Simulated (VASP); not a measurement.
Set up this calculation in VASP 6.6.1, as the native input.

* Task: relaxation of cell and atoms
* Functional: PBE
* Potentials or basis: VASP PAW PBE potentials, release 64 (Sc_sv, Si)
* Cutoff: 500 eV
* k mesh: 7 × 7 × 5
* Occupations: gaussian, width 0.05 eV
* Spin: no spin polarisation
* Dipole correction: no
* Further INCAR settings: ALGO = Normal; EDIFF = 1e-07; IBRION = 2; EDIFFG = -0.02; NSW = 80; ISIF = 3

The structure of ScSi2 lies in POSCAR:

```
ScSi2
1.0
    3.6100000000      0.0000000000      0.0000000000
   -1.8050000000      3.1263517077      0.0000000000
    0.0000000000      0.0000000000      3.9710000000
Sc Si
1 2
Direct
    0.0000000000      0.0000000000      0.0000000000
    0.3333333333      0.6666666667      0.5000000000
    0.6666666667      0.3333333333      0.5000000000
```

The input as run:

INCAR

```
  PREC = Accurate
  ENCUT = 500
  EDIFF = 1E-7
  ISMEAR = 0
  SIGMA = 0.05
  LREAL = False
  LASPH = True
  NELM = 120
  ALGO = Normal
  ISIF = 3
  LWAVE = False
  LCHARG = False
  GGA = PE
  IBRION = 2
  NSW = 80
  EDIFFG = -0.02
  GGA_COMPAT = False
  NELMIN = 4
```

KPOINTS

```
Automatic mesh
0
Gamma
  7 7 5
```

Potentials or basis: VASP PAW PBE potentials, release 64 (Sc_sv, Si).

The run is started by

```sh
$ cat potpaw_PBE.64/Sc_sv/POTCAR potpaw_PBE.64/Si/POTCAR > POTCAR
$ mpirun -np 1 vasp_std > vasp.out
```

It gave:

The relaxed volume is 16.98 Å³/atom, the relaxed cell is a = 4.016 Å, b = 4.016 Å, c = 3.646 Å, α = 90.00°, β = 90.00°, γ = 120.00° and the space group after relaxing (to 0.1 Å) is P6/mmm (No. 191). The energy gained by relaxing is 377.8 meV/atom and the ionic steps are 11. The pressure after relaxing is 0.0 GPa. The band gap on the k mesh is zero (an odd number of electrons rules out a gap without spin polarisation).

Wall time 72 s on 1 thread of Intel(R) Xeon(R) 6975P-C (Granite Rapids), with other jobs on the host, peak memory 0.17 GiB.
